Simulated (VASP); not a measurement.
# Ta (Im-3m) in VASP: single point with PBEsol

Aim: the single point of Ta with PBEsol.

All numbers are computed with VASP 6.6.1; they aren't measurements. Logs are shortened: lines on timing, memory, paths and dates and some standing lists are left out, and cuts for length are marked.

### 1 The cell of the first run

It takes space group Im-3m (No. 229, cubic). The conventional cell has a = 3.284 Å, b = 3.284 Å, c = 3.284 Å, α = 90.00°, β = 90.00°, γ = 90.00°. Ta (site symmetry m-3m) has 14 Ta at 2.84 to 3.28 Å within 3.7 Å.

### 2 Single point, PBEsol

INCAR

```
  PREC = Accurate
  ENCUT = 520
  EDIFF = 1E-6
  ISMEAR = -1
  SIGMA = 0.15
  LREAL = False
  LASPH = True
  NELM = 80
  ALGO = Normal
  ISIF = 2
  LWAVE = False
  LCHARG = False
  GGA = PS
  NBANDS = 12
```

KPOINTS

```
regular mesh
0
Gamma
  16 16 16
```

POSCAR

```
Ta
1.0
   -1.6420237214      1.6420237214      1.6420237214
    1.6420237214     -1.6420237214      1.6420237214
    1.6420237214      1.6420237214     -1.6420237214
Ta
1
Direct
    0.0000000000      0.0000000000      0.0000000000
```

Potentials or basis: VASP PAW PBE potentials, release 64 (Ta_pv).

Command:

```bash
$ cat potpaw_PBE.64/Ta_pv/POTCAR > POTCAR
$ mpirun -np 1 vasp_std > vasp.out
```

OUTCAR:

```text
PREC = Accurate
   ENCUT = 520
   EDIFF = 1E-6
   ISMEAR = -1
   LREAL = False
   LASPH = True
   NELM = 80
   ISIF = 2
   GGA = PS

 ion  position               nearest neighbor table
   1  0.000  0.000  0.000-

  LATTYP: Found a body centered cubic cell.
 ALAT       =     3.2840474428

  Lattice vectors:

 A1 = (  -1.6420237214,   1.6420237214,   1.6420237214)
 A2 = (   1.6420237214,  -1.6420237214,   1.6420237214)
 A3 = (   1.6420237214,   1.6420237214,  -1.6420237214)

Analysis of symmetry for initial positions (statically):
=====================================================================
 Subroutine PRICEL returns:
 Original cell was already a primitive cell.

 Routine SETGRP: Setting up the symmetry group for a
 body centered cubic supercell.

 Subroutine GETGRP returns: Found 48 space group operations
 (whereof 48 operations were pure point group operations)
 out of a pool of 48 trial point group operations.

The static configuration has the point symmetry O_h .

Analysis of symmetry for dynamics (positions and initial velocities):
=====================================================================
 Subroutine PRICEL returns:
 Original cell was already a primitive cell.

 Routine SETGRP: Setting up the symmetry group for a
 body centered cubic supercell.

 Subroutine GETGRP returns: Found 48 space group operations
 (whereof 48 operations were pure point group operations)
 out of a pool of 48 trial point group operations.

The dynamic configuration has the point symmetry O_h .

 Subroutine INISYM returns: Found 48 space group operations
 (whereof 48 operations are pure point group operations),
 and found     1 'primitive' translations

----------------------------------------------------------------------------------------

                                     Primitive cell

  volume of cell :      17.7092

  direct lattice vectors                    reciprocal lattice vectors
    -1.642023721  1.642023721  1.642023721     0.000000000  0.304502300  0.304502300
     1.642023721 -1.642023721  1.642023721     0.304502300  0.000000000  0.304502300
     1.642023721  1.642023721 -1.642023721     0.304502300  0.304502300  0.000000000

  length of vectors
     2.844068513  2.844068513  2.844068513     0.430631283  0.430631283  0.430631283

  position of ions in fractional coordinates (direct lattice)
     0.000000000  0.000000000  0.000000000

  ion indices of the primitive-cell ions
   primitive index   ion index
                 1           1

----------------------------------------------------------------------------------------

 KPOINTS: regular mesh

Automatic generation of k-mesh.
 Grid dimensions read from file:
 generate k-points for:   16   16   16

 Generating k-lattice:

  Cartesian coordinates                     Fractional coordinates (reciprocal lattice)
     0.000000000  0.019031394  0.019031394     0.062500000  0.000000000  0.000000000
     0.019031394  0.000000000  0.019031394     0.000000000  0.062500000  0.000000000
     0.019031394  0.019031394  0.000000000     0.000000000  0.000000000  0.062500000

  Length of vectors
     0.026914455  0.026914455  0.026914455

  Shift w.r.t. Gamma in fractional coordinates (k-lattice)
     0.000000000  0.000000000  0.000000000

 Subroutine IBZKPT returns following result:
 ===========================================

 Found    145 irreducible k-points:

 Following reciprocal coordinates:
            Coordinates               Weight
  0.000000  0.000000  0.000000      1.000000
  0.062500  0.000000  0.000000     12.000000
  0.125000  0.000000  0.000000     12.000000
  0.187500  0.000000  0.000000     12.000000
  0.250000  0.000000  0.000000     12.000000
  0.312500  0.000000  0.000000     12.000000
[... 16 lines left out ...]
  0.187500  0.187500  0.000000     24.000000
  0.250000  0.187500 -0.000000     48.000000
 [... further k-points ...]
   k-points           NKPTS =    145   k-points in BZ     NKDIM =    145   number of bands    NBANDS=     12
   number of dos      NEDOS =    301   number of ions     NIONS =      1
   total plane-waves  NPLWV =  13824
   dimension x,y,z NGX =    24 NGY =   24 NGZ =   24
   dimension x,y,z NGXF=    48 NGYF=   48 NGZF=   48
   ions per type =               1
   NGX,Y,Z   is equivalent  to a cutoff of  14.03, 14.03, 14.03 a.u.
   NGXF,Y,Z  is equivalent  to a cutoff of  28.06, 28.06, 28.06 a.u.
 SYSTEM =  unknown system
   PREC   = accura    normal or accurate (medium, high low for compatibility)
   ISTART =      0    job   : 0-new  1-cont  2-samecut
   ICHARG =      2    charge: 1-file 2-atom 10-const
   ISPIN  =      1    spin polarized calculation?
   LNONCOLLINEAR =      F non collinear calculations
   LSORBIT =      F    spin-orbit coupling
   LASPH  =      T    aspherical Exc in radial PAW
   ENCUT  =  520.0 eV  38.22 Ry    6.18 a.u.   5.29  5.29  5.29*2*pi/ulx,y,z
   NELM   =     80;   NELMIN=  2; NELMDL= -5     # of ELM steps
   EDIFF  = 0.1E-05   stopping-criterion for ELM
   LREAL  =      F    real-space projection
   EDIFFG = 0.1E-04   stopping-criterion for IOM
   NSW    =      0    number of steps for IOM
   IBRION =     -1    ionic relax: 0-MD 1-quasi-New 2-CG
   NFREE  =      0    steps in history (QN), initial steepest desc. (CG)
   ISIF   =      2    stress and relaxation
   ISYM   =      2    0-nonsym 1-usesym 2-fastsym
   POTIM  = 0.5000    time-step for ionic-motion
   TEBEG  =    0.0;   TEEND  =   0.0 temperature during run
   PSTRESS=    0.0 pullay stress
   NELECT =      11.0000    total number of electrons
   NUPDOWN=      -1.0000    fix difference up-down
   EMIN   =  10.00;   EMAX   =-10.00  energy-range for DOS
   EFERMI =   0.00;   METHOD = LEGACY
   ISMEAR =    -1;   SIGMA  =   0.15  broadening in eV -4-tet -1-fermi 0-gaus
   EFERMI_NEDOS =   21; number of points for ismear=-14 and -15
   IALGO  =     38    algorithm
   IMIX   =      4    mixing-type and parameters
     AMIX     =   0.40;   BMIX     =  1.00
     AMIX_MAG =   1.60;   BMIX_MAG =  1.00
  volume/ion in A,a.u.               =      17.71       119.51
  Fermi-wavevector in a.u.,A,eV,Ry     =   1.396817  2.639602 26.546311  1.951099
  Thomas-Fermi vector in A             =   2.520134
   LORBIT       =      0    0 simple, 1 ext, 2 COOP (PROOUT), +10 PAW based schemes
   GGA     = PS    functional components
   LHFCALC =     F    Hartree Fock is set to
   AEXX    =    0.0000 exact exchange contribution
   IVDW    =     0    specifies the selected vdW correction
   LEPSILON=     F    determine dielectric tensor
   LRPA    =     F    only Hartree local field effects (RPA)
 non-spin polarized calculation
  energy-cutoff  :      520.00
  volume of cell :       17.71
 maximum number of plane-waves:       490
 NGX is ok and might be reduce to    24
   NGX = 11   NGY = 11   NGZ = 11

 number of electron      11.0000002 magnetization

 Free energy of the ion-electron system (eV)
  ---------------------------------------------------
  ext. energy  EPLUGINS =         0.00000000
  ---------------------------------------------------
  free energy    TOTEN  =       -12.59818479 eV

  energy without entropy =      -12.50297228  energy(sigma->0) =      -12.55057853

 E-fermi :   5.4809     XC(G=0): -12.8150

 val. band max:        5.4805457874   @ k =  -0.4375   0.4375   0.1875
 cond. band min:       5.4867454624   @ k =  -0.2500   0.2500   0.1250
 fundamental gap:      0.0061996750
 Fermi energy:         5.4808904650

 k-point     1 :       0.0000    0.0000    0.0000
  band No.  band energies     occupation
      1     -27.4958      2.00000
      2     -27.4958      2.00000
      3     -27.4958      2.00000
      4      -2.5363      2.00000
      5       6.1796      0.01879
      6       6.1796      0.01879
      7       6.1796      0.01879
      8       9.5099      0.00000
      9       9.5099      0.00000
     10      20.1836      0.00000
     11      20.5783      0.00000
     12      20.5783      0.00000

 k-point     2 :       0.0625    0.0000    0.0000
  band No.  band energies     occupation
      1     -27.5478      2.00000
      2     -27.5117      2.00000
      3     -27.4961      2.00000
      4      -2.3573      2.00000
      5       6.0629      0.04047
      6       6.1461      0.02345
      7       6.3551      0.00587
      8       9.3196      0.00000
      9       9.5100      0.00000
     10      20.1835      0.00000
     11      20.7409      0.00000
     12      20.8910      0.00000

 k-point     3 :       0.1250    0.0000    0.0000
  band No.  band energies     occupation
      1     -27.6937      2.00000
      2     -27.5567      2.00000
      3     -27.4970      2.00000
      4      -1.8444      2.00000
      5       5.7483      0.28789
      6       5.9969      0.06213
      7       6.8747      0.00018
      8       8.9619      0.00000
      9       9.5229      0.00000
     10      20.1827      0.00000
     11      21.1270      0.00000
     12      21.7903      0.00000
[... 286 lines left out ...]
 k-point    23 :       0.1875    0.1875    0.0000
  band No.  band energies     occupation
      1     -28.3561      2.00000
      2     -27.7983      2.00000
      3     -27.5875      2.00000
      4       1.0638      2.00000
      5       4.4276      1.99822
      6       4.8004      1.97880
      7       8.5853      0.00000
      8      10.3077      0.00000
      9      10.8682      0.00000
     10      19.7925      0.00000
     11      20.2327      0.00000
     12      22.3240      0.00000

 k-point    24 :       0.2500    0.1875   -0.0000
  band No.  band energies     occupation
      1     -28.4792      2.00000
      2     -27.9029      2.00000
      3     -27.6041      2.00000
      4       1.7269      2.00000
      5       4.1612      1.99970
      6       4.8465      1.97130
      7       8.8487      0.00000
      8      10.3883      0.00000
      9      12.3464      0.00000
     10      18.4754      0.00000
     11      20.1980      0.00000
     12      21.2769      0.00000

 [... further k-points ...]

------------------------ aborting loop because EDIFF is reached ----------------------------------------

  FORCE on cell =-STRESS in cart. coord.  units (eV):
  Direction    XX          YY          ZZ          XY          YZ          ZX
  --------------------------------------------------------------------------------------
  -------------------------------------------------------------------------------------
  Total        0.0207173      0.0207173      0.0207173      0.0000000      0.0000000      0.0000000
  in kB        1.8743284      1.8743284      1.8743284      0.0000000      0.0000000      0.0000000
  external PRESSURE =       1.8743284 kB  Pullay stress =       0.0000000 kB

 VOLUME and BASIS-vectors are now :
 -----------------------------------------------------------------------------
  energy-cutoff  :      520.00
  volume of cell :       17.71
      direct lattice vectors                 reciprocal lattice vectors
    -1.642023721  1.642023721  1.642023721     0.000000000  0.304502300  0.304502300
     1.642023721 -1.642023721  1.642023721     0.304502300  0.000000000  0.304502300
     1.642023721  1.642023721 -1.642023721     0.304502300  0.304502300  0.000000000

 POSITION                                       TOTAL-FORCE (eV/Angst)
 -----------------------------------------------------------------------------------
      0.00000      0.00000      0.00000         0.000000      0.000000     -0.000000
 -----------------------------------------------------------------------------------
    total drift:                                0.000000      0.000000     -0.000000

  FREE ENERGIE OF THE ION-ELECTRON SYSTEM (eV)
  ---------------------------------------------------
  free  energy   TOTEN  =       -12.5981847851 eV

  energy  without entropy=      -12.5029722843  energy(sigma->0) =      -12.55057853
```

Wall time 18 s (1 thread of Intel Xeon 8259CL, shared host); peak memory 0.16 GiB.

What came out:

* Free energy: -12.5982 eV
* Pressure: 0.2 GPa
* Band gap on the k mesh: zero (an odd number of electrons rules out a gap without spin polarisation)

Caveat: the PAW data sets were made with another functional, which shifts forces and pressure a little; spin-orbit coupling is left out, which moves the levels of the heavy elements.
